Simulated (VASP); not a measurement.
# LiCl in VASP: a series of runs

Aim: see how the results for LiCl move with the level of theory and the settings. Levels: r2SCAN, PBE, HSE06. Tasks: single point.

Everything below comes from runs of VASP 6.6.1. Logs are shortened: lines on timing, memory, paths and dates and some standing lists are left out, and cuts for length are marked.

### Step 1. The cell of the first run

Symmetry: I-4m2, No. 119, tetragonal system. The conventional cell has a = 3.805 Å, b = 3.805 Å, c = 5.466 Å, α = 90.00°, β = 90.00°, γ = 90.00°. Within 3.1 Å of Li (site symmetry -4m2) lie 4 Cl at 2.34 Å. Within 3.1 Å of Cl (site symmetry -4m2) lie 4 Li at 2.34 Å.

### Step 2. Single point, r2SCAN (biaxial xy strain -1.6%)

Input file POSCAR:

```
LiCl
1.0
    0.0000000000      2.6904070802      2.7330425439
    2.6904070802      0.0000000000      2.7330425439
    2.6904070802      2.6904070802      0.0000000000
Li Cl
1 1
Direct
    0.0000000000      0.0000000000      0.0000000000
    0.2500000000      0.2500000000      0.2500000000
```

Input file INCAR.step1:

```
PREC = Accurate
ENCUT = 520
ISMEAR = 0
SIGMA = 0.01
LREAL = F
LASPH = T
NELM = 80
NBANDS = 12
GGA = PE
ALGO = Normal
EDIFF = 1E-4
LWAVE = T
LCHARG = F
```

Input file INCAR.step2:

```
PREC = Accurate
ENCUT = 520
EDIFF = 1E-6
ISMEAR = 0
SIGMA = 0.01
LREAL = F
LASPH = T
NELM = 80
ALGO = Normal
ISIF = 2
LWAVE = F
LCHARG = T
METAGGA = R2SCAN
LMIXTAU = T
LELF = T
LVHAR = T
NBANDS = 12
ISTART = 1
```

Input file KPOINTS:

```
regular mesh
0
Gamma
  8 8 8
```

Potentials or basis: VASP PAW PBE potentials, release 64 (Li_sv, Cl).

On the command line:

```console
$ cat potpaw_PBE.64/Li_sv/POTCAR potpaw_PBE.64/Cl/POTCAR > POTCAR
$ cp INCAR.step1 INCAR
$ mpirun -np 1 vasp_std > vasp.out
$ cp INCAR.step2 INCAR
$ mpirun -np 1 vasp_std > vasp.out
```

OUTCAR:

```text
PREC = Accurate
   ENCUT = 520
   EDIFF = 1E-6
   ISMEAR = 0
   LREAL = F
   LASPH = T
   NELM = 80
   ISIF = 2
   METAGGA = R2SCAN
   ISTART = 1

 ion  position               nearest neighbor table
   1  0.000  0.000  0.000-   2 2.34   2 2.34   2 2.34   2 2.34
   2  0.250  0.250  0.250-   1 2.34   1 2.34   1 2.34   1 2.34

  LATTYP: Found a body centered tetragonal cell.
 ALAT       =     3.8048101811
 C/A-ratio  =     1.4366249110

  Lattice vectors:

 A1 = (  -2.6904070802,   0.0000000000,   2.7330425439)
 A2 = (   2.6904070802,   0.0000000000,   2.7330425439)
 A3 = (   0.0000000000,   2.6904070802,  -2.7330425439)

Analysis of symmetry for initial positions (statically):
=====================================================================
 Subroutine PRICEL returns:
 Original cell was already a primitive cell.

 Routine SETGRP: Setting up the symmetry group for a
 body centered tetragonal supercell.

 Subroutine GETGRP returns: Found  8 space group operations
 (whereof  8 operations were pure point group operations)
 out of a pool of 16 trial point group operations.

The static configuration has the point symmetry D_2d.

Analysis of symmetry for dynamics (positions and initial velocities):
=====================================================================
 Subroutine PRICEL returns:
 Original cell was already a primitive cell.

 Routine SETGRP: Setting up the symmetry group for a
 body centered tetragonal supercell.

 Subroutine GETGRP returns: Found  8 space group operations
 (whereof  8 operations were pure point group operations)
 out of a pool of 16 trial point group operations.

The dynamic configuration has the point symmetry D_2d.

 Subroutine INISYM returns: Found  8 space group operations
 (whereof  8 operations are pure point group operations),
 and found     1 'primitive' translations

----------------------------------------------------------------------------------------

                                     Primitive cell

  volume of cell :      39.5651

  direct lattice vectors                    reciprocal lattice vectors
     0.000000000  2.690407080  2.733042544    -0.185845482  0.185845482  0.182946292
     2.690407080  0.000000000  2.733042544     0.185845482 -0.185845482  0.182946292
     2.690407080  2.690407080  0.000000000     0.185845482  0.185845482 -0.182946292

  length of vectors
     3.835076506  3.835076506  3.804810181     0.320228718  0.320228718  0.320228718

  position of ions in fractional coordinates (direct lattice)
     0.000000000  0.000000000  0.000000000
     0.250000000  0.250000000  0.250000000

  ion indices of the primitive-cell ions
   primitive index   ion index
                 1           1
                 2           2

----------------------------------------------------------------------------------------

 KPOINTS: regular mesh

Automatic generation of k-mesh.
 Grid dimensions read from file:
 generate k-points for:    8    8    8

 Generating k-lattice:

  Cartesian coordinates                     Fractional coordinates (reciprocal lattice)
    -0.023230685  0.023230685  0.022868287     0.125000000  0.000000000  0.000000000
     0.023230685 -0.023230685  0.022868287     0.000000000  0.125000000  0.000000000
     0.023230685  0.023230685 -0.022868287     0.000000000  0.000000000  0.125000000

  Length of vectors
     0.040028590  0.040028590  0.040028590

  Shift w.r.t. Gamma in fractional coordinates (k-lattice)
     0.000000000  0.000000000  0.000000000

 Subroutine IBZKPT returns following result:
 ===========================================

 Found     59 irreducible k-points:

 Following reciprocal coordinates:
            Coordinates               Weight
  0.000000  0.000000  0.000000      1.000000
  0.125000  0.000000  0.000000      8.000000
  0.250000  0.000000  0.000000      8.000000
  0.375000  0.000000  0.000000      8.000000
  0.500000  0.000000  0.000000      4.000000
  0.125000  0.125000  0.000000      2.000000
[... 16 lines left out ...]
  0.250000  0.000000  0.125000     16.000000
  0.375000  0.000000  0.125000     16.000000
 [... further k-points ...]
   k-points           NKPTS =     59   k-points in BZ     NKDIM =     59   number of bands    NBANDS=     12
   number of dos      NEDOS =    301   number of ions     NIONS =      2
   total plane-waves  NPLWV =  25200
   dimension x,y,z NGX =    30 NGY =   30 NGZ =   28
   dimension x,y,z NGXF=    60 NGYF=   60 NGZF=   56
   ions per type =               1   1
   NGX,Y,Z   is equivalent  to a cutoff of  13.00, 13.00, 12.23 a.u.
   NGXF,Y,Z  is equivalent  to a cutoff of  26.01, 26.01, 24.47 a.u.
 SYSTEM =  unknown system
   PREC   = accura    normal or accurate (medium, high low for compatibility)
   ISTART =      1    job   : 0-new  1-cont  2-samecut
   ICHARG =      0    charge: 1-file 2-atom 10-const
   ISPIN  =      1    spin polarized calculation?
   LNONCOLLINEAR =      F non collinear calculations
   LSORBIT =      F    spin-orbit coupling
   LASPH  =      T    aspherical Exc in radial PAW
   ENCUT  =  520.0 eV  38.22 Ry    6.18 a.u.   7.13  7.13  7.07*2*pi/ulx,y,z
   NELM   =     80;   NELMIN=  2; NELMDL=  0     # of ELM steps
   EDIFF  = 0.1E-05   stopping-criterion for ELM
   LREAL  =      F    real-space projection
[... 7 lines left out ...]
   TEBEG  =    0.0;   TEEND  =   0.0 temperature during run
   PSTRESS=    0.0 pullay stress
   NELECT =      10.0000    total number of electrons
   NUPDOWN=      -1.0000    fix difference up-down
   EMIN   =  10.00;   EMAX   =-10.00  energy-range for DOS
   EFERMI =   0.00;   METHOD = LEGACY
   ISMEAR =     0;   SIGMA  =   0.01  broadening in eV -4-tet -1-fermi 0-gaus
   EFERMI_NEDOS =   21; number of points for ismear=-14 and -15
   IALGO  =     38    algorithm
   IMIX   =      4    mixing-type and parameters
     AMIX     =   0.40;   BMIX     =  1.00
     AMIX_MAG =   1.60;   BMIX_MAG =  1.00
  volume/ion in A,a.u.               =      19.78       133.50
  Fermi-wavevector in a.u.,A,eV,Ry     =   1.035072  1.956003 14.576938  1.071375
  Thomas-Fermi vector in A             =   2.169398
   LORBIT       =      0    0 simple, 1 ext, 2 COOP (PROOUT), +10 PAW based schemes
   METAGGA = R2SCAN    functional components
   LHFCALC =     F    Hartree Fock is set to
   AEXX    =    0.0000 exact exchange contribution
   IVDW    =     0    specifies the selected vdW correction
   LEPSILON=     F    determine dielectric tensor
   LRPA    =     F    only Hartree local field effects (RPA)
 non-spin polarized calculation
 Gauss-broadening in eV      SIGMA  =   0.01
  energy-cutoff  :      520.00
  volume of cell :       39.57
 maximum number of plane-waves:      1078
 NGX is ok and might be reduce to    30
   NGX = 15   NGY = 15   NGZ = 15

 number of electron      10.0000000 magnetization

 Free energy of the ion-electron system (eV)
  ---------------------------------------------------
  ext. energy  EPLUGINS =         0.00000000
  ---------------------------------------------------
  free energy    TOTEN  =       -12.57541677 eV

  energy without entropy =      -12.57541677  energy(sigma->0) =      -12.57541677

 E-fermi :  -1.1539     XC(G=0):  -8.2950

 val. band max:       -1.3625196287   @ k =   0.0000   0.0000   0.0000
 cond. band min:       5.5183756482   @ k =   0.0000   0.0000   0.0000
 fundamental gap:      6.8808952768
 Fermi energy:        -1.1538731996

 k-point     1 :       0.0000    0.0000    0.0000
  band No.  band energies     occupation
      1     -45.4429      2.00000
      2     -14.7438      2.00000
      3      -1.3942      2.00000
      4      -1.3626      2.00000
      5      -1.3625      2.00000
      6       5.5184      0.00000
      7       9.7022      0.00000
      8       9.7238      0.00000
      9       9.7239      0.00000
     10      13.8968      0.00000
     11      14.1675      0.00000
     12      17.2733      0.00000

 k-point     2 :       0.1250    0.0000    0.0000
  band No.  band energies     occupation
      1     -45.4426      2.00000
      2     -14.6991      2.00000
      3      -1.7597      2.00000
      4      -1.4353      2.00000
      5      -1.4080      2.00000
      6       5.9305      0.00000
      7       9.8457      0.00000
      8       9.8974      0.00000
      9       9.9172      0.00000
     10      13.3982      0.00000
     11      13.6115      0.00000
     12      16.3952      0.00000

 k-point     3 :       0.2500    0.0000    0.0000
  band No.  band energies     occupation
      1     -45.4419      2.00000
      2     -14.5872      2.00000
      3      -2.5639      2.00000
      4      -1.5555      2.00000
      5      -1.5131      2.00000
      6       6.8156      0.00000
      7      10.0215      0.00000
      8      10.1308      0.00000
      9      10.1492      0.00000
     10      13.3169      0.00000
     11      13.3951      0.00000
     12      15.8636      0.00000
[... 286 lines left out ...]
 k-point    23 :       0.2500    0.0000    0.1250
  band No.  band energies     occupation
      1     -45.4419      2.00000
      2     -14.5932      2.00000
      3      -2.3263      2.00000
      4      -1.6776      2.00000
      5      -1.5981      2.00000
      6       6.6598      0.00000
      7       9.9426      0.00000
      8      10.2007      0.00000
      9      10.4747      0.00000
     10      12.0638      0.00000
     11      14.3186      0.00000
     12      16.9791      0.00000

 k-point    24 :       0.3750    0.0000    0.1250
  band No.  band energies     occupation
      1     -45.4413      2.00000
      2     -14.4767      2.00000
      3      -3.0219      2.00000
      4      -1.7874      2.00000
      5      -1.7216      2.00000
      6       7.4481      0.00000
      7       9.5552      0.00000
      8      10.3982      0.00000
      9      10.5227      0.00000
     10      13.1784      0.00000
     11      15.1649      0.00000
     12      16.7104      0.00000

 [... further k-points ...]
[... 5 lines left out ...]
  --------------------------------------------------------------------------------------
  -------------------------------------------------------------------------------------
  Total        0.1652817      0.1652817      0.1387308      0.0000000     -0.0000000      0.0000000
  in kB        6.6930326      6.6930326      5.6178624      0.0000000     -0.0000000      0.0000000
  external PRESSURE =       6.3346425 kB  Pullay stress =       0.0000000 kB

 VOLUME and BASIS-vectors are now :
 -----------------------------------------------------------------------------
  energy-cutoff  :      520.00
  volume of cell :       39.57
      direct lattice vectors                 reciprocal lattice vectors
     0.000000000  2.690407080  2.733042544    -0.185845482  0.185845482  0.182946292
     2.690407080  0.000000000  2.733042544     0.185845482 -0.185845482  0.182946292
     2.690407080  2.690407080  0.000000000     0.185845482  0.185845482 -0.182946292

 POSITION                                       TOTAL-FORCE (eV/Angst)
 -----------------------------------------------------------------------------------
      0.00000      0.00000      0.00000         0.000000     -0.000000      0.000000
      1.34520      1.34520      1.36652        -0.000000      0.000000     -0.000000
 -----------------------------------------------------------------------------------
    total drift:                               -0.000012     -0.000012      0.000007

  FREE ENERGIE OF THE ION-ELECTRON SYSTEM (eV)
  ---------------------------------------------------
  free  energy   TOTEN  =       -12.5754167712 eV

  energy  without entropy=      -12.5754167712  energy(sigma->0) =      -12.57541677
```

Run time: 3.3 min. Hardware: 1 thread of Oxide Virtual Turin-like, shared host; peak memory 0.14 GiB.

What came out:

```yaml
Free_energy: -12.5754 eV
Band_gap_on_the_k_mesh: 6.88 eV
```

Levels at points of the mesh, in eV from the valence-band top:
```csv
k point,band 3,band 4,band 5,band 6,band 7,band 8
"(0.00, 0.00, 0.00)",-0.03,0.00,0.00,6.88,11.06,11.09
"(0.50, 0.00, 0.00)",-2.16,-0.35,-0.29,9.30,11.09,11.24
"(0.50, 0.50, 0.00)",-1.76,-0.87,-0.87,7.17,10.51,14.85
"(0.50, 0.00, 0.50)",-1.73,-0.94,-0.92,7.14,10.44,15.08
```

Caveat: the cell differs from its parent crystal (biaxial xy strain -1.6%); the cutoff is under 1.25 times the usual one of these potentials, so pressure, stress and relaxed cells hold a basis-set (Pulay) error; the structure was generated, so it needn't be the stable form of LiCl; the PAW data sets were made with another functional, which shifts forces and pressure a little. A k mesh can miss the band edges.

### Step 3. Single point, PBE (shear xy strain -4.8%)

Input file INCAR:

```
ALGO     = Normal         # electronic algorithm
EDIFF    = 1E-6           # SCF threshold, eV
ENCUT    = 520            # plane-wave cutoff, eV
GGA      = PE             # functional
ISIF     = 2              # what is computed and relaxed
ISMEAR   = -1             # smearing method
LASPH    = T              # aspherical terms in the spheres
LCHARG   = F              # write CHGCAR
LREAL    = F              # projectors in reciprocal space
LWAVE    = F              # write WAVECAR
NBANDS   = 12             # bands
NELM     = 80             # most SCF steps
PREC     = Accurate       # precision mode
SIGMA    = 0.02           # smearing width, eV
```

Input file KPOINTS:

```
k-points
0
Gamma
  8 8 8
```

Input file POSCAR:

```
LiCl
1.0
   -0.0651830647      2.7330425439      2.7330425439
    2.7330425439     -0.0651830647      2.7330425439
    2.6678594792      2.6678594792      0.0000000000
Li Cl
1 1
Direct
   -0.0045220514     -0.0045220514      0.0045220514
    0.2545220514      0.2545220514      0.2454779486
```

Potentials or basis: VASP PAW PBE potentials, release 64 (Li_sv, Cl).

On the command line:

```console
$ cat potpaw_PBE.64/Li_sv/POTCAR potpaw_PBE.64/Cl/POTCAR > POTCAR
$ mpirun -np 1 vasp_std > vasp.out
```

Wall time 61 s (1 thread of Oxide Virtual Turin-like, shared host); peak memory 0.14 GiB.

The run converged. Its results:

```
Free energy            : -7.4211 eV
Band gap on the k mesh : 5.94 eV
```

Levels at points of the mesh, in eV from the valence-band top:
| k point | band 1 | band 2 | band 3 | band 4 | band 5 | band 6 | band 7 | band 8 | band 9 | band 10 |
| --- | --- | --- | --- | --- | --- | --- | --- | --- | --- | --- |
| (0.00, 0.00, 0.00) | -42.95 | -12.84 | -0.19 | -0.11 | 0.00 | 5.94 | 9.81 | 10.09 | 10.37 | 14.43 |
| (0.50, 0.00, 0.00) | -42.95 | -12.56 | -2.14 | -0.38 | -0.29 | 8.28 | 10.27 | 10.47 | 10.60 | 15.55 |
| (0.50, 0.50, 0.00) | -42.95 | -12.45 | -1.75 | -1.09 | -0.78 | 6.53 | 9.58 | 13.40 | 13.76 | 13.93 |
| (0.00, 0.00, 0.50) | -42.95 | -12.51 | -2.14 | -0.48 | -0.41 | 8.28 | 10.04 | 10.19 | 10.71 | 15.87 |
| (0.50, 0.00, 0.50) | -42.95 | -12.45 | -1.76 | -0.94 | -0.94 | 6.53 | 9.54 | 13.34 | 13.81 | 13.93 |

Caveat: the cell differs from its parent crystal (shear xy strain -4.8%); the cutoff is under 1.25 times the usual one of these potentials, so pressure, stress and relaxed cells hold a basis-set (Pulay) error; the structure was generated, so it needn't be the stable form of LiCl.

### Step 4. Single point, HSE06 (biaxial xy strain -1.6%)

Input file POSCAR:

```
LiCl
1.0
    0.0000000000      2.6904070802      2.7330425439
    2.6904070802      0.0000000000      2.7330425439
    2.6904070802      2.6904070802      0.0000000000
Li Cl
1 1
Direct
    0.0000000000      0.0000000000      0.0000000000
    0.2500000000      0.2500000000      0.2500000000
```

Input file INCAR.step1:

```
PREC     = Accurate       # precision mode
ENCUT    = 520            # plane-wave cutoff, eV
EDIFF    = 1E-5           # SCF threshold, eV
ISMEAR   = 0              # smearing method
SIGMA    = 0.01           # smearing width, eV
LREAL    = F              # projectors in reciprocal space
LASPH    = T              # aspherical terms in the spheres
NELM     = 100            # most SCF steps
ALGO     = Normal         # electronic algorithm
ISIF     = 2              # what is computed and relaxed
LWAVE    = T              # write WAVECAR
LCHARG   = F              # write CHGCAR
NBANDS   = 12             # bands
GGA      = PE             # functional
```

Input file INCAR.step2:

```
PREC     = Accurate       # precision mode
ENCUT    = 520            # plane-wave cutoff, eV
EDIFF    = 1E-6           # SCF threshold, eV
ISMEAR   = 0              # smearing method
SIGMA    = 0.01           # smearing width, eV
LREAL    = F              # projectors in reciprocal space
LASPH    = T              # aspherical terms in the spheres
NELM     = 100            # most SCF steps
ALGO     = Normal         # electronic algorithm
ISIF     = 2              # what is computed and relaxed
LWAVE    = F              # write WAVECAR
LCHARG   = F              # write CHGCAR
GGA      = PE             # functional
LHFCALC  = T              # exact exchange
HFSCREEN = 0.2079         # screening, 1/A
PRECFOCK = Normal       
NBANDS   = 12             # bands
ISTART   = 1
```

Input file KPOINTS:

```
regular mesh
0
Gamma
  6 6 6
```

On the command line:

```console
$ cat potpaw_PBE.64/Li_sv/POTCAR potpaw_PBE.64/Cl/POTCAR > POTCAR
$ cp INCAR.step1 INCAR
$ mpirun -np 1 vasp_std > vasp.out
$ cp INCAR.step2 INCAR
$ mpirun -np 1 vasp_std > vasp.out
```

It took 32 min on 1 thread of Oxide Virtual Turin-like, shared host; peak memory 0.25 GiB.

The run converged. Its results:

```yaml
Free_energy: -8.4883 eV
Band_gap_on_the_k_mesh: 7.49 eV
```

Levels at points of the mesh, in eV from the valence-band top:
```tsv
k point	band 1	band 2	band 3	band 4	band 5	band 6	band 7	band 8	band 9	band 10
(0.00, 0.00, 0.00)	-45.48	-14.03	-0.03	0.00	0.00	7.49	11.74	11.77	11.77	16.18
(0.50, 0.00, 0.00)	-45.48	-13.67	-2.30	-0.37	-0.31	9.90	11.83	11.97	12.41	18.06
(0.50, 0.50, 0.00)	-45.48	-13.58	-1.90	-0.92	-0.92	7.94	11.17	15.38	15.94	15.94
(0.50, 0.00, 0.50)	-45.48	-13.55	-1.86	-0.99	-0.97	7.91	11.09	15.59	15.81	15.96
```

Caveat: the cell differs from its parent crystal (biaxial xy strain -1.6%); the cutoff is under 1.25 times the usual one of these potentials, so pressure, stress and relaxed cells hold a basis-set (Pulay) error; the structure was generated, so it needn't be the stable form of LiCl; the PAW data sets were made with another functional, which shifts forces and pressure a little. A k mesh can miss the band edges.

### Step 5. The runs side by side

| level | cell | k mesh | smearing | grid for exact exchange (PRECFOCK) | share of exact exchange | screening parameter | gap on the mesh (eV) |
| --- | --- | --- | --- | --- | --- | --- | --- |
| r2SCAN | a = 3.835, b = 3.835, c = 3.805 Å, angles 60.3, 60.3, 59.5°, 2 atoms, biaxial xy strain -1.6% | 8 × 8 × 8 | gaussian 0.01 eV | - | - | - | 6.88 |
| PBE | a = 3.866, b = 3.866, c = 3.773 Å, angles 60.8, 60.8, 61.6°, 2 atoms, shear xy strain -4.8% | 8 × 8 × 8 | fermi-dirac 0.02 eV | - | - | - | 5.94 |
| HSE06 | a = 3.835, b = 3.835, c = 3.805 Å, angles 60.3, 60.3, 59.5°, 2 atoms, biaxial xy strain -1.6% | 6 × 6 × 6 | gaussian 0.01 eV | Normal | 0.25 | 0.2079 1/Å | 7.49 |

Alike in all rows: task single point; potentials or basis VASP PAW PBE potentials, release 64 (Li_sv, Cl); no spin polarisation; cutoff (eV) 520.

Caveats: the cutoff is under 1.25 times the usual one of these potentials, so pressure, stress and relaxed cells hold a basis-set (Pulay) error; the structure was generated, so it needn't be the stable form of LiCl; the PAW data sets were made with another functional, which shifts forces and pressure a little (at least some runs).

Total energies depend on the potentials used, so only differences within one code and one set of settings carry meaning.
